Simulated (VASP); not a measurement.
# Li7CaNb8O24 (a cell with a defect) in VASP: a series of runs

Aim: see how the results for Li7CaNb8O24 (a cell with a defect) move with the level of theory and the settings. Levels: PBE, r2SCAN. Tasks: single point.

All numbers are computed with VASP 6.6.1; they aren't measurements. Logs are shortened: lines on timing, memory, paths and dates and some standing lists are left out, and cuts for length are marked.

## Step 1: The cell of the first run

The cell holds a defect, 40 atoms: a = 5.550 Å, b = 11.101 Å, c = 11.101 Å, α = 55.75°, β = 55.75°, γ = 55.75°.

## Step 2: Single point, PBE

Contents of INCAR:

```
SYSTEM = Li7CaNb8O24
PREC = Accurate ; ENCUT = 520
EDIFF = 1E-6 ; ISMEAR = 0
SIGMA = 0.01 ; LREAL = Auto
LASPH = .True. ; NELM = 80
ALGO = Normal ; ISIF = 2
LWAVE = .False. ; LCHARG = .False.
GGA = PE ; NBANDS = 166
NELECT = 280.0
```

Contents of KPOINTS:

```
Automatic mesh
0
Gamma
  1 1 1
  0.25 0.25 0.25
```

Contents of POSCAR:

```
Li7CaNb8O24
1.0
    2.5949501352      1.4981951591      4.6722232478
   -5.1899002704      2.9963903182      9.3444464955
    0.0000000000     -5.9927806363      9.3444464955
Li Nb O Ca
7 8 24 1
Direct
    0.7233771817      0.3568884268      0.3659734686
    0.2071487840      0.1177588390      0.1132233333
    0.7395503956      0.3579734847      0.8528630107
    0.2117367059      0.1188337271      0.6064822045
    0.7143812673      0.8569782996      0.3681235684
    0.2027423549      0.6116902208      0.1173744883
    0.7197507469      0.8485169573      0.8640003777
    1.0236489359      0.5015797503      0.4973858196
    0.5086175822      0.2451889330      0.2543718779
    0.9834362057      0.4984404341      1.0171995883
    0.5130903282      0.2383292884      0.7648066471
    0.9761665663      1.0118683149      0.5056454218
    0.5048998285      0.7594639632      0.2465239622
    0.9961917731      1.0025270187      1.0055836430
    0.4803473033      0.7479129041      0.7612463169
    0.2885003629      0.3221551053      0.4360610462
    0.6206163027      0.4495661090      0.1362061499
    0.8866419613      0.1476073034      0.3117716218
    0.3921260265      0.0686703089      0.3873436225
    0.7861434940      0.1928681874      0.0668114407
    0.1403413084      0.3811395017      0.1931999828
    0.2664631835      0.3233166728      0.9373853399
    0.6845269347      0.4284643004      0.6390189285
    0.8950576364      0.1405684987      0.8156396910
    0.4010318436      0.0596904891      0.8856806693
    0.7903032407      0.1902135325      0.5697280845
    0.1666439058      0.3883803356      0.6874346420
    0.2749119582      0.8413952560      0.4205652448
    0.6314206727      0.9508479062      0.1289205803
    0.8857173569      0.6412567224      0.3214069490
    0.4003223593      0.5710670731      0.3885036550
    0.7927349038      0.6894541389      0.0697261996
    0.1433835007      0.8791938636      0.1886630551
    0.2465700592      0.8269523601      0.9354023601
    0.6328951788      0.9458930885      0.6281012684
    0.8365915094      0.6466322085      0.8359253934
    0.3829239000      0.5648879122      0.8770269575
    0.7797681562      0.6905289647      0.5711753765
    0.1303913716      0.8741112989      0.6888242373
    0.2347425524      0.6179641219      0.6217654150
```

Potentials or basis: VASP PAW PBE potentials, release 64 (Li_sv, Nb_sv, O, Ca_sv).

Started as:

```bash
$ cat potpaw_PBE.64/Li_sv/POTCAR potpaw_PBE.64/Nb_sv/POTCAR potpaw_PBE.64/O/POTCAR potpaw_PBE.64/Ca_sv/POTCAR > POTCAR
$ mpirun -np 1 vasp_std > vasp.out
```

OUTCAR:

```text
SYSTEM = Li7CaNb8O24
   PREC = Accurate
   ENCUT = 520
   EDIFF = 1E-6
   ISMEAR = 0
   LREAL = Auto
   LASPH = .True.
   NELM = 80
   ISIF = 2
   GGA = PE
   NELECT = 280.0

 ion  position               nearest neighbor table
   1  0.723  0.357  0.366-  26 2.03  21 2.06  31 2.07  18 2.27  16 2.28
   2  0.207  0.118  0.113-  18 1.97  29 2.05  22 2.06  20 2.26
   3  0.740  0.358  0.853-  37 2.06  20 2.08  27 2.10  23 2.19  24 2.26
   4  0.212  0.119  0.606-  24 2.02  16 2.06  35 2.07  26 2.21
   5  0.714  0.857  0.368-  38 2.03  19 2.04  33 2.11  28 2.25  30 2.28
   6  0.203  0.612  0.117-  30 2.01  17 2.02  34 2.13  32 2.20
   7  0.720  0.849  0.864-  25 2.04  39 2.04  32 2.05  36 2.11
   8  0.024  0.502  0.497-  23 1.90  16 1.92  30 1.93  31 2.09  38 2.10  27 2.11
   9  0.509  0.245  0.254-  19 1.88  20 1.95  21 1.96  18 2.04  16 2.07  17 2.14
  10  0.983  0.498  0.017-  17 1.88  22 1.99  36 2.01  21 2.01  32 2.03  37 2.13
  11  0.513  0.238  0.765-  25 1.89  27 1.96  26 1.99  24 2.01  22 2.02  23 2.18
  12  0.976  0.012  0.506-  35 1.88  18 1.96  28 1.98  26 1.99  39 2.05  19 2.18
  13  0.505  0.759  0.247-  33 1.92  32 1.95  31 1.95  28 2.02  29 2.06  30 2.12
  14  0.996  0.003  0.006-  29 1.90  34 1.94  24 1.96  33 2.04  20 2.06  25 2.12
  15  0.480  0.748  0.761-  37 1.89  39 1.95  38 2.00  34 2.00  36 2.04  35 2.18
  16  0.289  0.322  0.436-   8 1.92   4 2.06   9 2.07   1 2.28
  17  0.621  0.450  0.136-  10 1.88   6 2.02   9 2.14
  18  0.887  0.148  0.312-  12 1.96   2 1.97   9 2.04   1 2.27
  19  0.392  0.069  0.387-   9 1.88   5 2.04  12 2.18
  20  0.786  0.193  0.067-   9 1.95  14 2.06   3 2.08   2 2.26
  21  0.140  0.381  0.193-   9 1.96  10 2.01   1 2.06
  22  0.266  0.323  0.937-  10 1.99  11 2.02   2 2.06
  23  0.685  0.428  0.639-   8 1.90  11 2.18   3 2.19  40 2.21
  24  0.895  0.141  0.816-  14 1.96  11 2.01   4 2.02   3 2.26
  25  0.401  0.060  0.886-  11 1.89   7 2.04  14 2.12
  26  0.790  0.190  0.570-  12 1.99  11 1.99   1 2.03   4 2.21
  27  0.167  0.388  0.687-  11 1.96   3 2.10   8 2.11  40 2.42
  28  0.275  0.841  0.421-  12 1.98  13 2.02  40 2.24   5 2.25
  29  0.631  0.951  0.129-  14 1.90   2 2.05  13 2.06
  30  0.886  0.641  0.321-   8 1.93   6 2.01  13 2.12   5 2.28
  31  0.400  0.571  0.389-  13 1.95   1 2.07   8 2.09  40 2.47
  32  0.793  0.689  0.070-  13 1.95  10 2.03   7 2.05   6 2.20
  33  0.143  0.879  0.189-  13 1.92  14 2.04   5 2.11
  34  0.247  0.827  0.935-  14 1.94  15 2.00   6 2.13
  35  0.633  0.946  0.628-  12 1.88   4 2.07  15 2.18
  36  0.837  0.647  0.836-  10 2.01  15 2.04   7 2.11  40 2.19
  37  0.383  0.565  0.877-  15 1.89   3 2.06  10 2.13
  38  0.780  0.691  0.571-  15 2.00   5 2.03   8 2.10  40 2.48
  39  0.130  0.874  0.689-  15 1.95   7 2.04  12 2.05
  40  0.235  0.618  0.622-  36 2.19  23 2.21  28 2.24  27 2.42  31 2.47  38 2.48

  LATTYP: Found a base centered monoclinic cell.
 ALAT       =    15.1977748150
 B/A-ratio  =     0.6829815988
 C/A-ratio  =     0.3652177897
 COS(beta)  =    -0.0918250334

  Lattice vectors:

 A1 = (   7.7848504056,  -1.4981951591,  -4.6722232477)
 A2 = (   2.5949501352,   7.4909757954,  -4.6722232477)
 A3 = (   2.5949501352,   1.4981951591,   4.6722232478)

Analysis of symmetry for initial positions (statically):
=====================================================================
 Subroutine PRICEL returns:
 Original cell was already a primitive cell.

 Routine SETGRP: Setting up the symmetry group for a
 base centered monoclinic supercell.

 Subroutine GETGRP returns: Found  1 space group operations
 (whereof  1 operations were pure point group operations)
 out of a pool of  4 trial point group operations.

The static configuration has the point symmetry C_1 .

Analysis of symmetry for dynamics (positions and initial velocities):
=====================================================================
 Subroutine PRICEL returns:
 Original cell was already a primitive cell.

 Routine SETGRP: Setting up the symmetry group for a
 base centered monoclinic supercell.

 Subroutine GETGRP returns: Found  1 space group operations
 (whereof  1 operations were pure point group operations)
 out of a pool of  4 trial point group operations.

The dynamic configuration has the point symmetry C_1 .

 Subroutine INISYM returns: Found  1 space group operations
 (whereof  1 operations are pure point group operations),
 and found     1 'primitive' translations

----------------------------------------------------------------------------------------

                                     Primitive cell

  volume of cell :     435.9455

  direct lattice vectors                    reciprocal lattice vectors
     2.594950135  1.498195159  4.672223248     0.192681930  0.111244964  0.071343623
    -5.189900270  2.996390318  9.344446495    -0.096340965  0.055622482  0.035671811
     0.000000000 -5.992780636  9.344446495    -0.000000000 -0.111244964  0.035671811

  length of vectors
     5.550497727 11.100995454 11.100995454     0.233648626  0.116824313  0.116824313

  position of ions in fractional coordinates (direct lattice)
     0.723377182  0.356888427  0.365973469
     0.207148784  0.117758839  0.113223333
     0.739550396  0.357973485  0.852863011
     0.211736706  0.118833727  0.606482204
     0.714381267  0.856978300  0.368123568
     0.202742355  0.611690221  0.117374488
[... 32 lines left out ...]
     0.130391372  0.874111299  0.688824237
     0.234742552  0.617964122  0.621765415

  ion indices of the primitive-cell ions
   primitive index   ion index
                 1           1
                 2           2
                 3           3
                 4           4
                 5           5
                 6           6
[... 32 lines left out ...]
                39          39
                40          40

----------------------------------------------------------------------------------------

 KPOINTS: Automatic mesh

Automatic generation of k-mesh.
 Grid dimensions read from file:
 generate k-points for:    1    1    1

 Generating k-lattice:

  Cartesian coordinates                     Fractional coordinates (reciprocal lattice)
     0.192681930  0.111244964  0.071343623     1.000000000  0.000000000  0.000000000
    -0.096340965  0.055622482  0.035671811     0.000000000  1.000000000  0.000000000
    -0.000000000 -0.111244964  0.035671811     0.000000000  0.000000000  1.000000000

  Length of vectors
     0.233648626  0.116824313  0.116824313

  Shift w.r.t. Gamma in fractional coordinates (k-lattice)
     0.250000000  0.250000000  0.250000000

 Subroutine IBZKPT returns following result:
 ===========================================

 Found      1 irreducible k-points:

 Following reciprocal coordinates:
            Coordinates               Weight
  0.250000  0.250000  0.250000      2.000000
   k-points           NKPTS =      1   k-points in BZ     NKDIM =      1   number of bands    NBANDS=    166
   number of dos      NEDOS =    301   number of ions     NIONS =     40
   total plane-waves  NPLWV = 296352
   dimension x,y,z NGX =    42 NGY =   84 NGZ =   84
   dimension x,y,z NGXF=    84 NGYF=  168 NGZF=  168
   ions per type =               7   8  24   1
   NGX,Y,Z   is equivalent  to a cutoff of  12.58, 12.58, 12.58 a.u.
   NGXF,Y,Z  is equivalent  to a cutoff of  25.16, 25.16, 25.16 a.u.
 SYSTEM =  Li7CaNb8O24
   PREC   = accura    normal or accurate (medium, high low for compatibility)
   ISTART =      0    job   : 0-new  1-cont  2-samecut
   ICHARG =      2    charge: 1-file 2-atom 10-const
   ISPIN  =      1    spin polarized calculation?
   LNONCOLLINEAR =      F non collinear calculations
   LSORBIT =      F    spin-orbit coupling
   LASPH  =      T    aspherical Exc in radial PAW
   ENCUT  =  520.0 eV  38.22 Ry    6.18 a.u.  10.32 20.64 20.64*2*pi/ulx,y,z
   NELM   =     80;   NELMIN=  2; NELMDL= -5     # of ELM steps
   EDIFF  = 0.1E-05   stopping-criterion for ELM
   LREAL  =      T    real-space projection
   EDIFFG = 0.1E-04   stopping-criterion for IOM
   NSW    =      0    number of steps for IOM
   IBRION =     -1    ionic relax: 0-MD 1-quasi-New 2-CG
   NFREE  =      0    steps in history (QN), initial steepest desc. (CG)
   ISIF   =      2    stress and relaxation
   ISYM   =      2    0-nonsym 1-usesym 2-fastsym
   POTIM  = 0.5000    time-step for ionic-motion
   TEBEG  =    0.0;   TEEND  =   0.0 temperature during run
   PSTRESS=    0.0 pullay stress
   NELECT =     280.0000    total number of electrons
   NUPDOWN=      -1.0000    fix difference up-down
   EMIN   =  10.00;   EMAX   =-10.00  energy-range for DOS
   EFERMI =   0.00;   METHOD = LEGACY
   ISMEAR =     0;   SIGMA  =   0.01  broadening in eV -4-tet -1-fermi 0-gaus
   EFERMI_NEDOS =   21; number of points for ismear=-14 and -15
   IALGO  =     38    algorithm
   IMIX   =      4    mixing-type and parameters
     AMIX     =   0.40;   BMIX     =  1.00
     AMIX_MAG =   1.60;   BMIX_MAG =  1.00
  volume/ion in A,a.u.               =      10.90        73.55
  Fermi-wavevector in a.u.,A,eV,Ry     =   1.412484  2.669207 27.145120  1.995110
  Thomas-Fermi vector in A             =   2.534228
   LORBIT       =      0    0 simple, 1 ext, 2 COOP (PROOUT), +10 PAW based schemes
   GGA     = PE    functional components
   LHFCALC =     F    Hartree Fock is set to
   AEXX    =    0.0000 exact exchange contribution
   IVDW    =     0    specifies the selected vdW correction
   LEPSILON=     F    determine dielectric tensor
   LRPA    =     F    only Hartree local field effects (RPA)
 non-spin polarized calculation
 Gauss-broadening in eV      SIGMA  =   0.01
  energy-cutoff  :      520.00
  volume of cell :      435.95
 maximum number of plane-waves:     11741
 NGX is ok and might be reduce to    42
   NGX = 21   NGY = 41   NGZ = 41

 number of electron     280.0000003 magnetization

 Free energy of the ion-electron system (eV)
  ---------------------------------------------------
  ext. energy  EPLUGINS =         0.00000000
  ---------------------------------------------------
  free energy    TOTEN  =      -313.70481153 eV

  energy without entropy =     -313.70481153  energy(sigma->0) =     -313.70481153

 E-fermi :   7.1261     XC(G=0): -10.8410

 val. band max:        6.9344293560   @ k =   0.2500   0.2500   0.2500
 cond. band min:       7.2360895036   @ k =   0.2500   0.2500   0.2500
 fundamental gap:      0.3016601476
 Fermi energy:         7.1260669054

 k-point     1 :       0.2500    0.2500    0.2500
  band No.  band energies     occupation
      1     -50.4244      2.00000
      2     -50.3778      2.00000
      3     -50.3748      2.00000
      4     -50.3373      2.00000
      5     -50.3118      2.00000
      6     -50.3021      2.00000
[... 144 lines left out ...]
    151       8.1163      0.00000
    152       8.2345      0.00000
 [bands above 152 left out]

------------------------ aborting loop because EDIFF is reached ----------------------------------------

  FORCE on cell =-STRESS in cart. coord.  units (eV):
  Direction    XX          YY          ZZ          XY          YZ          ZX
  --------------------------------------------------------------------------------------
  -------------------------------------------------------------------------------------
  Total       19.6542095     23.1559132     14.4148243     -0.0135356      0.0972555      0.5151856
  in kB       72.2327134     85.1020970     52.9770414     -0.0497458      0.3574314      1.8933988
  external PRESSURE =      70.1039506 kB  Pullay stress =       0.0000000 kB

 VOLUME and BASIS-vectors are now :
 -----------------------------------------------------------------------------
  energy-cutoff  :      520.00
  volume of cell :      435.95
      direct lattice vectors                 reciprocal lattice vectors
     2.594950135  1.498195159  4.672223248     0.192681930  0.111244964  0.071343623
    -5.189900270  2.996390318  9.344446495    -0.096340965  0.055622482  0.035671811
     0.000000000 -5.992780636  9.344446495    -0.000000000 -0.111244964  0.035671811

 POSITION                                       TOTAL-FORCE (eV/Angst)
 -----------------------------------------------------------------------------------
      0.02491     -0.04006     10.13452         0.000454     -0.001966     -0.007819
     -0.07362     -0.01532      3.12625         0.001125     -0.000314     -0.004454
      0.06125     -2.93040     14.76994         0.003840     -0.002580     -0.002166
     -0.06729     -2.96122      7.76696        -0.003646      0.003639     -0.007653
     -2.59385      1.43204     14.78565        -0.005736      0.001582     -0.003639
     -2.64850      1.43321      7.75996        -0.000065     -0.001070     -0.006894
[... 32 lines left out ...]
     -4.19819     -1.31344     15.21399         0.005738      0.011750     -0.008071
     -2.59803     -1.52275     12.68136        -0.010293      0.013351      0.007753
 -----------------------------------------------------------------------------------
    total drift:                                0.004306      0.014284     -0.001579

  FREE ENERGIE OF THE ION-ELECTRON SYSTEM (eV)
  ---------------------------------------------------
  free  energy   TOTEN  =      -313.7048115295 eV

  energy  without entropy=     -313.7048115295  energy(sigma->0) =     -313.70481153
```

It took 12 min on 1 thread of Intel Xeon 8259CL, shared host; peak memory 0.62 GiB.

Results:

```
Free energy   : -313.7048 eV
Largest force : 0.071 eV/Å
```

Forces in eV/Å, atoms in the order of the input:
```
Li   0.000 -0.002 -0.008
Li   0.001  0.000 -0.004
Li   0.004 -0.003 -0.002
Li  -0.004  0.004 -0.008
Li  -0.006  0.002 -0.004
Li   0.000 -0.001 -0.007
Li   0.000  0.003  0.000
Nb   0.021 -0.005  0.010
Nb   0.011 -0.015  0.017
Nb   0.000  0.016  0.006
Nb  -0.001  0.019  0.019
Nb   0.010  0.027  0.012
Nb  -0.008 -0.012  0.029
Nb  -0.005  0.003  0.015
Nb   0.000  0.008  0.007
O   -0.016  0.012 -0.001
O    0.016 -0.003 -0.001
O   -0.007 -0.031  0.003
O   -0.021  0.007 -0.001
O   -0.009 -0.017 -0.002
O    0.007  0.005  0.001
O   -0.003  0.012 -0.004
O    0.060  0.010  0.013
O   -0.009 -0.015 -0.009
O   -0.011  0.001 -0.003
O    0.007 -0.022 -0.002
O    0.018  0.002 -0.022
O   -0.033  0.043  0.003
O    0.014 -0.009 -0.010
O    0.002 -0.013  0.002
O   -0.018  0.012 -0.015
O    0.006 -0.011 -0.007
O    0.010  0.011 -0.007
O    0.004  0.012 -0.007
O    0.014 -0.002 -0.001
O   -0.038 -0.059  0.005
O   -0.017  0.003  0.004
O    0.003 -0.016 -0.021
O    0.006  0.012 -0.008
Ca  -0.010  0.013  0.008
```

Levels at points of the mesh, in eV from the Fermi level:
| k point | band 137 | band 138 | band 139 | band 140 | band 141 | band 142 | band 143 | band 144 |
| --- | --- | --- | --- | --- | --- | --- | --- | --- |
| (0.25, 0.25, 0.25) | -3.61 | -3.58 | -3.53 | -0.19 | 0.11 | 0.21 | 0.22 | 0.33 |

Caveat: the k points lie up to 1.14 Å⁻¹ apart, too coarse for converged energies, forces and pressures; the cell carries a net charge on a neutralising background, which shifts energy and pressure; the cell is charged against a uniform background, so pressure and absolute levels hang on convention; the cutoff is under 1.25 times the usual one of these potentials, so pressure, stress and relaxed cells hold a basis-set (Pulay) error.

[end of part 1 of 2]
